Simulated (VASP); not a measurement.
A run of VASP 6.6.1 is set up as follows.

Contents of POSCAR:

```
HfN
1.0
    0.0000000000      2.2629419608      2.2629419608
    2.2629419608      0.0000000000      2.2629419608
    2.2629419608      2.2629419608      0.0000000000
Hf N
1 1
Direct
    0.0000000000      0.0000000000      0.0000000000
    0.5000000000      0.5000000000      0.5000000000
```

The input INCAR.step1:

```
SYSTEM = HfN
PREC = Accurate ; ENCUT = 520
ISMEAR = -1 ; SIGMA = 0.1
LREAL = .False. ; LASPH = .True.
NELM = 100 ; NBANDS = 14
GGA = PE ; ALGO = Normal
EDIFF = 1E-4 ; LWAVE = .True.
LCHARG = .False.
```

File INCAR.step2:

```
SYSTEM = HfN
PREC = Accurate ; ENCUT = 520
EDIFF = 1E-7 ; ISMEAR = -1
SIGMA = 0.1 ; LREAL = .False.
LASPH = .True. ; NELM = 100
ALGO = Normal ; ISIF = 2
LWAVE = .False. ; LCHARG = .True.
METAGGA = R2SCAN ; LMIXTAU = .True.
LELF = .True. ; LVHAR = .True.
NBANDS = 14 ; ISTART = 1
```

KPOINTS

```
Automatic mesh
0
Gamma
  12 12 12
  0 0 0
```

Potentials or basis: VASP PAW PBE potentials, release 64 (Hf_pv, N).

Run with:

```bash
$ cat potpaw_PBE.64/Hf_pv/POTCAR potpaw_PBE.64/N/POTCAR > POTCAR
$ cp INCAR.step1 INCAR
$ mpirun -np 1 vasp_std > vasp.out
$ cp INCAR.step2 INCAR
$ mpirun -np 1 vasp_std > vasp.out
```

Task: Estimate the pressure.

Result: -2.8 GPa.

Caveat: the PAW data sets were made with another functional, which shifts forces and pressure a little.
